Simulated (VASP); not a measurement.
Here is a VASP 6.6.1 calculation.

INCAR

```
SYSTEM = AlGa3N4
PREC = Accurate ; ENCUT = 520
EDIFF = 1E-6 ; ISMEAR = 0
SIGMA = 0.05 ; LREAL = .FALSE.
LASPH = .TRUE. ; NELM = 60
ALGO = Normal ; ISIF = 2
LWAVE = .FALSE. ; LCHARG = .FALSE.
NBANDS = 41
```

File KPOINTS:

```
regular mesh
0
G
  6 6 6
  0 0 0
```

File POSCAR:

```
AlGa3N4
1.0
    4.3064058257     -0.0648401486     -0.0648401486
   -0.0648401486      4.3064058257     -0.0648401486
   -0.0648401486     -0.0648401486      4.3064058257
Al Ga N
1 3 4
Direct
    0.0000000000      0.0000000000      0.0000000000
    0.5000000000      0.5000000000      0.0000000000
    0.5000000000      0.0000000000      0.5000000000
    0.0000000000      0.5000000000      0.5000000000
    0.7548078379      0.7548078379      0.2451921621
    0.7548078379      0.2451921621      0.7548078379
    0.2451921621      0.7548078379      0.7548078379
    0.2451921621      0.2451921621      0.2451921621
```

Potentials or basis: VASP PAW LDA potentials, release 64 (Al, Ga_d, N).

Launch:

```sh
$ cat potpaw_LDA.64/Al/POTCAR potpaw_LDA.64/Ga_d/POTCAR potpaw_LDA.64/N/POTCAR > POTCAR
$ mpirun -np 1 vasp_std > vasp.out
```

**Question.** What does it give for the largest force?

**Answer.** 0.923 eV/Å.

**Question.** What does it give for the band gap on the k mesh?

**Answer.** 2.98 eV.

**Question.** What does it give for the pressure?

**Answer.** 22.5 GPa.

Forces on the atoms (eV/Å):
```
Al  -0.511 -0.511 -0.511
Ga  -0.540 -0.540 -0.508
Ga  -0.540 -0.508 -0.540
Ga  -0.508 -0.540 -0.540
N    0.571  0.571  0.449
N    0.571  0.449  0.571
N    0.449  0.571  0.571
N    0.511  0.511  0.511
```

Caveat: the cell stands under pressure. A k mesh can miss the band edges.
